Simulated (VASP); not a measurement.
# Mo (P6/mmm) in VASP: a series of runs

The runs below take Mo through single point, with LDA.

Everything below comes from runs of VASP 6.6.1. Logs are shortened: lines on timing, memory, paths and dates and some standing lists are left out, and cuts for length are marked.

## (1) The cell of the first run

Symmetry: P6/mmm, No. 191, hexagonal system. The conventional cell has a = 4.713 Å, b = 4.713 Å, c = 2.584 Å, α = 90.00°, β = 90.00°, γ = 120.00°. Within 3.4 Å of Mo (site symmetry 6/mmm) lie 14 Mo at 2.58 to 3.01 Å. Mo (site symmetry -6m2) has 11 Mo at 2.58 to 3.01 Å within 3.4 Å.

## (2) Single point, LDA (volume scaled by 1.08)

File INCAR:

```
ALGO     = Normal         # electronic algorithm
EDIFF    = 1E-7           # SCF threshold, eV
ENCUT    = 520            # plane-wave cutoff, eV
ISIF     = 2              # what is computed and relaxed
ISMEAR   = -1             # smearing method
LASPH    = T              # aspherical terms in the spheres
LCHARG   = F              # write CHGCAR
LREAL    = F              # projectors in reciprocal space
LWAVE    = F              # write WAVECAR
NBANDS   = 28             # bands
NELM     = 100            # most SCF steps
PREC     = Accurate       # precision mode
SIGMA    = 0.1            # smearing width, eV
```

File KPOINTS:

```
k-points
0
Gamma
  9 9 14
```

File POSCAR:

```
Mo
1.0
    4.7133526163      0.0000000000      0.0000000000
   -2.3566763082      4.0818831027      0.0000000000
    0.0000000000      0.0000000000      2.5840608304
Mo
3
Direct
    0.0000000000      1.0000000000      1.0000000000
    0.3333333333      0.6666666667      0.5000000000
    0.6666666667      0.3333333333      0.5000000000
```

Potentials or basis: VASP PAW LDA potentials, release 64 (Mo_sv).

Command:

```
cat potpaw_LDA.64/Mo_sv/POTCAR > POTCAR
mpirun -np 1 vasp_std > vasp.out
```

OUTCAR:

```text
EDIFF = 1E-7
   ENCUT = 520
   ISIF = 2
   ISMEAR = -1
   LASPH = T
   LREAL = F
   NELM = 100
   PREC = Accurate

 ion  position               nearest neighbor table
   1  0.000  0.000  0.000-   2 3.01   3 3.01   2 3.01   3 3.01   3 3.01   3 3.01   2 3.01   2 3.01
                             3 3.01   3 3.01   2 3.01   2 3.01
   2  0.333  0.667  0.500-   3 2.72   3 2.72   3 2.72   1 3.01   1 3.01   1 3.01   1 3.01   1 3.01
                             1 3.01
   3  0.667  0.333  0.500-   2 2.72   2 2.72   2 2.72   1 3.01   1 3.01   1 3.01   1 3.01   1 3.01
                             1 3.01

  LATTYP: Found a hexagonal cell.
 ALAT       =     4.7133526163
 C/A-ratio  =     0.5482426291

  Lattice vectors:

 A1 = (   4.7133526163,   0.0000000000,   0.0000000000)
 A2 = (  -2.3566763082,   4.0818831027,   0.0000000000)
 A3 = (   0.0000000000,   0.0000000000,   2.5840608304)

Analysis of symmetry for initial positions (statically):
=====================================================================
 Subroutine PRICEL returns:
 Original cell was already a primitive cell.

 Routine SETGRP: Setting up the symmetry group for a
 hexagonal supercell.

 Subroutine GETGRP returns: Found 24 space group operations
 (whereof 24 operations were pure point group operations)
 out of a pool of 24 trial point group operations.

The static configuration has the point symmetry D_6h.

Analysis of symmetry for dynamics (positions and initial velocities):
=====================================================================
 Subroutine PRICEL returns:
 Original cell was already a primitive cell.

 Routine SETGRP: Setting up the symmetry group for a
 hexagonal supercell.

 Subroutine GETGRP returns: Found 24 space group operations
 (whereof 24 operations were pure point group operations)
 out of a pool of 24 trial point group operations.

The dynamic configuration has the point symmetry D_6h.

 Subroutine INISYM returns: Found 24 space group operations
 (whereof 24 operations are pure point group operations),
 and found     1 'primitive' translations

----------------------------------------------------------------------------------------

                                     Primitive cell

  volume of cell :      49.7157

  direct lattice vectors                    reciprocal lattice vectors
     4.713352616  0.000000000  0.000000000     0.212163206  0.122492484  0.000000000
    -2.356676308  4.081883103  0.000000000     0.000000000  0.244984968  0.000000000
     0.000000000  0.000000000  2.584060830     0.000000000  0.000000000  0.386987794

  length of vectors
     4.713352616  4.713352616  2.584060830     0.244984968  0.244984968  0.386987794

  position of ions in fractional coordinates (direct lattice)
     0.000000000  0.000000000  0.000000000
     0.333333333  0.666666667  0.500000000
     0.666666667  0.333333333  0.500000000

  ion indices of the primitive-cell ions
   primitive index   ion index
                 1           1
                 2           2
                 3           3

----------------------------------------------------------------------------------------

 KPOINTS: k-points

Automatic generation of k-mesh.
 Grid dimensions read from file:
 generate k-points for:    9    9   14

 Generating k-lattice:

  Cartesian coordinates                     Fractional coordinates (reciprocal lattice)
     0.023573690  0.013610276  0.000000000     0.111111111  0.000000000  0.000000000
     0.000000000  0.027220552  0.000000000     0.000000000  0.111111111  0.000000000
     0.000000000  0.000000000  0.027641985     0.000000000  0.000000000  0.071428571

  Length of vectors
     0.027220552  0.027220552  0.027641985

  Shift w.r.t. Gamma in fractional coordinates (k-lattice)
     0.000000000  0.000000000  0.000000000

 Subroutine IBZKPT returns following result:
 ===========================================

 Found     96 irreducible k-points:

 Following reciprocal coordinates:
            Coordinates               Weight
  0.000000  0.000000  0.000000      1.000000
  0.111111  0.000000  0.000000      6.000000
  0.222222  0.000000  0.000000      6.000000
  0.333333  0.000000  0.000000      6.000000
  0.444444  0.000000  0.000000      6.000000
  0.111111  0.111111  0.000000      6.000000
[... 16 lines left out ...]
  0.333333  0.222222  0.071429     24.000000
  0.333333  0.333333  0.071429      4.000000
 [... further k-points ...]
   k-points           NKPTS =     96   k-points in BZ     NKDIM =     96   number of bands    NBANDS=     28
   number of dos      NEDOS =    301   number of ions     NIONS =      3
   total plane-waves  NPLWV =  25920
   dimension x,y,z NGX =    36 NGY =   36 NGZ =   20
   dimension x,y,z NGXF=    72 NGYF=   72 NGZF=   40
   ions per type =               3
   NGX,Y,Z   is equivalent  to a cutoff of  12.70, 12.70, 12.87 a.u.
   NGXF,Y,Z  is equivalent  to a cutoff of  25.40, 25.40, 25.73 a.u.
 SYSTEM =  unknown system
   PREC   = accura    normal or accurate (medium, high low for compatibility)
   ISTART =      0    job   : 0-new  1-cont  2-samecut
   ICHARG =      2    charge: 1-file 2-atom 10-const
   ISPIN  =      1    spin polarized calculation?
   LNONCOLLINEAR =      F non collinear calculations
   LSORBIT =      F    spin-orbit coupling
   LASPH  =      T    aspherical Exc in radial PAW
   ENCUT  =  520.0 eV  38.22 Ry    6.18 a.u.   8.76  8.76  4.80*2*pi/ulx,y,z
   NELM   =    100;   NELMIN=  2; NELMDL= -5     # of ELM steps
   EDIFF  = 0.1E-06   stopping-criterion for ELM
   LREAL  =      F    real-space projection
   EDIFFG = 0.1E-05   stopping-criterion for IOM
   NSW    =      0    number of steps for IOM
   IBRION =     -1    ionic relax: 0-MD 1-quasi-New 2-CG
   NFREE  =      0    steps in history (QN), initial steepest desc. (CG)
   ISIF   =      2    stress and relaxation
   ISYM   =      2    0-nonsym 1-usesym 2-fastsym
   POTIM  = 0.5000    time-step for ionic-motion
   TEBEG  =    0.0;   TEEND  =   0.0 temperature during run
   PSTRESS=    0.0 pullay stress
   NELECT =      42.0000    total number of electrons
   NUPDOWN=      -1.0000    fix difference up-down
   EMIN   =  10.00;   EMAX   =-10.00  energy-range for DOS
   EFERMI =   0.00;   METHOD = LEGACY
   ISMEAR =    -1;   SIGMA  =   0.10  broadening in eV -4-tet -1-fermi 0-gaus
   EFERMI_NEDOS =   21; number of points for ismear=-14 and -15
   IALGO  =     38    algorithm
   IMIX   =      4    mixing-type and parameters
     AMIX     =   0.40;   BMIX     =  1.00
     AMIX_MAG =   1.60;   BMIX_MAG =  1.00
  volume/ion in A,a.u.               =      16.57       111.83
  Fermi-wavevector in a.u.,A,eV,Ry     =   1.547605  2.924550 32.587068  2.395082
  Thomas-Fermi vector in A             =   2.652675
   LORBIT       =      0    0 simple, 1 ext, 2 COOP (PROOUT), +10 PAW based schemes
   GGA     = CA    functional components
   LHFCALC =     F    Hartree Fock is set to
   AEXX    =    0.0000 exact exchange contribution
   IVDW    =     0    specifies the selected vdW correction
   LEPSILON=     F    determine dielectric tensor
   LRPA    =     F    only Hartree local field effects (RPA)
 non-spin polarized calculation
  energy-cutoff  :      520.00
  volume of cell :       49.72
 maximum number of plane-waves:      1360
 NGX is ok and might be reduce to    36
   NGX = 17   NGY = 17   NGZ =  9

 number of electron      42.0000001 magnetization

 Free energy of the ion-electron system (eV)
  ---------------------------------------------------
  ext. energy  EPLUGINS =         0.00000000
  ---------------------------------------------------
  free energy    TOTEN  =       -35.04960636 eV

  energy without entropy =      -34.91964794  energy(sigma->0) =      -34.98462715

 E-fermi :  11.3530     XC(G=0): -13.2492

 val. band max:       11.3437125046   @ k =   0.4444   0.1111   0.4286
 cond. band min:      11.3567271080   @ k =   0.1111   0.0000   0.4286
 fundamental gap:      0.0130146035
 Fermi energy:        11.3530004216

 k-point     1 :       0.0000    0.0000    0.0000
  band No.  band energies     occupation
      1     -49.3603      2.00000
      2     -49.1668      2.00000
      3     -49.0222      2.00000
      4     -23.6977      2.00000
      5     -23.6977      2.00000
      6     -23.6725      2.00000
[... 20 lines left out ...]
     27      15.4003      0.00000
     28      15.4003      0.00000

 k-point     2 :       0.1111    0.0000    0.0000
  band No.  band energies     occupation
      1     -49.3564      2.00000
      2     -49.1660      2.00000
      3     -49.0272      2.00000
      4     -23.7963      2.00000
      5     -23.7763      2.00000
      6     -23.5667      2.00000
[... 20 lines left out ...]
     27      15.2146      0.00000
     28      15.3700      0.00000

 k-point     3 :       0.2222    0.0000    0.0000
  band No.  band energies     occupation
      1     -49.3464      2.00000
      2     -49.1628      2.00000
      3     -49.0410      2.00000
      4     -23.8890      2.00000
      5     -23.8032      2.00000
      6     -23.4536      2.00000
[... 20 lines left out ...]
     27      14.7381      0.00000
     28      15.2774      0.00000

 k-point     4 :       0.3333    0.0000    0.0000
  band No.  band energies     occupation
      1     -49.3351      2.00000
      2     -49.1553      2.00000
      3     -49.0605      2.00000
      4     -23.9559      2.00000
      5     -23.7584      2.00000
      6     -23.3724      2.00000
[... 578 lines left out ...]
     27      14.4102      0.00000
     28      14.8451      0.00000

 k-point    23 :       0.3333    0.2222    0.0714
  band No.  band energies     occupation
      1     -49.3154      2.00000
      2     -49.1232      2.00000
      3     -49.0824      2.00000
      4     -23.8668      2.00000
      5     -23.7289      2.00000
      6     -23.5845      2.00000
[... 20 lines left out ...]
     27      14.5211      0.00000
     28      14.7085      0.00000

 k-point    24 :       0.3333    0.3333    0.0714
  band No.  band energies     occupation
      1     -49.3140      2.00000
      2     -49.1036      2.00000
      3     -49.1036      2.00000
      4     -23.7761      2.00000
      5     -23.7174      2.00000
      6     -23.7174      2.00000
[... 20 lines left out ...]
     27      14.2431      0.00000
     28      14.7415      0.00000

 [... further k-points ...]
[... 5 lines left out ...]
  --------------------------------------------------------------------------------------
  -------------------------------------------------------------------------------------
  Total       -4.8377354     -4.8377354     -5.8144234      0.0000000      0.0000000     -0.0000000
  in kB     -155.9047936   -155.9047936   -187.3803338      0.0000000      0.0000000     -0.0000000
  external PRESSURE =    -166.3966403 kB  Pullay stress =       0.0000000 kB

 VOLUME and BASIS-vectors are now :
 -----------------------------------------------------------------------------
  energy-cutoff  :      520.00
  volume of cell :       49.72
      direct lattice vectors                 reciprocal lattice vectors
     4.713352616  0.000000000  0.000000000     0.212163206  0.122492484  0.000000000
    -2.356676308  4.081883103  0.000000000     0.000000000  0.244984968  0.000000000
     0.000000000  0.000000000  2.584060830     0.000000000  0.000000000  0.386987794

 POSITION                                       TOTAL-FORCE (eV/Angst)
 -----------------------------------------------------------------------------------
      0.00000      0.00000      0.00000         0.000000      0.000000      0.000000
     -0.00000      2.72126      1.29203        -0.000000     -0.000000     -0.000000
      2.35668      1.36063      1.29203         0.000000      0.000000      0.000000
 -----------------------------------------------------------------------------------
    total drift:                                0.000000      0.000000     -0.000000

  FREE ENERGIE OF THE ION-ELECTRON SYSTEM (eV)
  ---------------------------------------------------
  free  energy   TOTEN  =       -35.0496063555 eV

  energy  without entropy=      -34.9196479445  energy(sigma->0) =      -34.98462715
```

Wall time 40 s (1 thread of Intel Xeon 6975P-C (Granite Rapids), shared host); peak memory 0.21 GiB.

Results:

```yaml
Free_energy: -35.0496 eV
Pressure: -16.6 GPa
Band_gap_on_the_k_mesh: zero (band 21 reaches 12.17 eV, above the bottom of band 22 at 10.84 eV)
```

(Part 1 of 2 ends here.)
